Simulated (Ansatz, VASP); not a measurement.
This is a calculation of Bi2Se3 for VASP 6.6.1.

The input INCAR:

```
SYSTEM = Bi2Se3
PREC = Accurate ; ENCUT = 520
EDIFF = 1E-6 ; ISMEAR = -1
SIGMA = 0.05 ; LREAL = .FALSE.
LASPH = .TRUE. ; NELM = 100
ALGO = Normal ; ISIF = 2
LWAVE = .FALSE. ; LCHARG = .TRUE.
GGA = PE ; IVDW = 12
LELF = .TRUE. ; LVHAR = .TRUE.
NBANDS = 32
```

KPOINTS

```
Automatic mesh
0
G
  8 8 8
  0 0 0
```

The input POSCAR:

```
Bi2Se3
1.0
    2.0987597050      1.2117194806      9.6709442292
   -2.0987597050      1.2117194806      9.6709442292
    0.0000000000     -2.4234389614      9.6709442292
Bi Se
2 3
Direct
    0.5992000000      0.5992000000      0.5992000000
    0.4008000000      0.4008000000      0.4008000000
    0.7883000000      0.7883000000      0.7883000000
    0.2117000000      0.2117000000      0.2117000000
    0.0000000000      0.0000000000      0.0000000000
```

Potentials or basis: VASP PAW PBE potentials, release 64 (Bi_d, Se).

Run with:

```bash
$ cat potpaw_PBE.64/Bi_d/POTCAR potpaw_PBE.64/Se/POTCAR > POTCAR
$ mpirun -np 1 vasp_std > vasp.out
```

**Question.** Set up the same calculation for Ansatz 0.2.0. Potentials there: Ansatz PAW.

**Answer.** As run (the cutoff follows the program's own potentials):

input.yaml

```yaml
crystal:
  lattice:
    - [2.098759705, 1.2117194806, 9.6709442292]
    - [-2.098759705, 1.2117194806, 9.6709442292]
    - [0.0, -2.4234389614, 9.6709442292]
  atoms:
    - { symbol: Bi, position: [0.5992, 0.5992, 0.5992] }
    - { symbol: Bi, position: [0.4008, 0.4008, 0.4008] }
    - { symbol: Se, position: [0.7883, 0.7883, 0.7883] }
    - { symbol: Se, position: [0.2117, 0.2117, 0.2117] }
    - { symbol: Se, position: [0.0, 0.0, 0.0] }
hamiltonian:
  xc: pbe
  pseudopotentials: { kind: paw }
  dispersion: d3bj
kpoints:
  mp_grid: { grid: [8, 8, 8] }
scf:
  occupations: { method: fermi_dirac, width: 0.05 }
output:
  forces: true
  stress: true
  eigenvalues: true
```

Potentials or basis: Ansatz PAW.

Command:

```console
$ ansatz run input.yaml --threads 2 --pin off --max-ram 5120MiB --backend cpu --events-out ev --progress --plain --runs-dir out
```

Both were run:

|  | VASP | Ansatz | Ansatz less VASP |
| --- | --- | --- | --- |
| gap on the k mesh at the Fermi level (eV) | 0.24 | 0.24 | +0.002 |
| least direct gap on the mesh (eV) | 0.24 | 0.24 | +0.002 |
| pressure (GPa) | -2.1 | -2.1 | -0.02 |
| rms of the force components (eV/Å) | 0.049 | 0.051 | +0.0022 |

Atom by atom the forces differ by 0.005 eV/Å (rms over components). VASP's potentials hold 48 valence electrons a cell and Ansatz's 78, so a difference there can come from the potentials and not from the codes.

Neither program's run includes spin-orbit coupling.
